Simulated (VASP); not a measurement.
A run of VASP 6.6.1:

File INCAR:

```
SYSTEM = ZnS
ALGO = Normal
EDIFF = 1E-6
EDIFFG = -0.04
ENCUT = 600
GGA = PE
IBRION = 2
ISIF = 3
ISMEAR = 0
LASPH = .True.
LCHARG = .False.
LREAL = .False.
LWAVE = .False.
NELM = 100
NSW = 90
PREC = Accurate
SIGMA = 0.1
```

File KPOINTS:

```
k-points
0
Gamma
  6 6 4
  0 0 0
```

The input POSCAR:

```
ZnS
1.0
    3.6767642109      0.0000000000      0.0000000000
    0.0000000000      3.6767642109      0.0000000000
    0.0000000000      0.0000000000      6.0332629698
Zn S
2 2
Direct
    0.5000000000      0.5000000000      0.2500000000
    0.5000000000      0.5000000000      0.7500000000
    0.0000000000      0.5000000000      0.0000000000
    0.5000000000      0.0000000000      0.5000000000
```

Potentials or basis: VASP PAW PBE potentials, release 64 (Zn, S).

Command:

```sh
$ cat potpaw_PBE.64/Zn/POTCAR potpaw_PBE.64/S/POTCAR > POTCAR
$ mpirun -np 1 vasp_std > vasp.out
```

Hardware: 1 thread of Intel Xeon 8259CL, with other jobs on the host.

Question: How long does it take, and how much memory?

Answer: Wall time 2.6 min on 1 thread of Intel Xeon 8259CL, with other jobs on the host, peak memory 0.22 GiB. Counts: scf iterations 14, k points 30, ion steps 1.
